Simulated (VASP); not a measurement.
Set up this calculation in VASP 6.6.1, as the native input.

```yaml
Task: single point
Functional: PBE
Potentials_or_basis: VASP PAW PBE potentials, release 64 (Pb_d, Se)
Cutoff: 520 eV
k_mesh: 10 × 10 × 10
Occupations: gaussian, width 0.05 eV
Spin: non-collinear spin, zero start, spin-orbit coupling
Starting_moments: "[[0.0, 0.0, 0.0], [0.0, 0.0, 0.0]] μB"
Dipole_correction: no
Further_INCAR_settings: ALGO = Normal; EDIFF = 1e-06; NBANDS = 32
```

The structure of PbSe lies in POSCAR:

```
PbSe
1.0
    0.0000000000      3.0620257082      3.0620257082
    3.0620257082      0.0000000000      3.0620257082
    3.0620257082      3.0620257082      0.0000000000
Pb Se
1 1
Direct
    0.5000000000      0.5000000000      0.5000000000
    0.0000000000      0.0000000000      0.0000000000
```

This cell differs from its parent crystal: volume scaled by 0.960.

The input as run:

INCAR

```
PREC = Accurate
ENCUT = 520
EDIFF = 1E-6
ISMEAR = 0
SIGMA = 0.05
LREAL = False
LASPH = True
NELM = 150
ALGO = Normal
ISIF = 2
LWAVE = False
LCHARG = True
MAGMOM = 0 0 0 0 0 0
LORBIT = 11
LSORBIT = True
GGA_COMPAT = False
LORBMOM = True
GGA = PE
LVHAR = True
NBANDS = 32
```

KPOINTS

```
regular mesh
0
Gamma
  10 10 10
```

Potentials or basis: VASP PAW PBE potentials, release 64 (Pb_d, Se).

Command:

```console
$ cat potpaw_PBE.64/Pb_d/POTCAR potpaw_PBE.64/Se/POTCAR > POTCAR
$ mpirun -np 1 vasp_ncl > vasp.out
```

It gave:

* Pressure: 2.1 GPa
* Net moment: 0.00 μB per cell
* Valence electrons inside the program's atomic spheres: Pb 11.87; Se 3.81

Wall time 3.4 min on 1 thread of Intel(R) Xeon(R) Platinum 8488C (Sapphire Rapids) (shared host), peak memory 0.38 GiB.
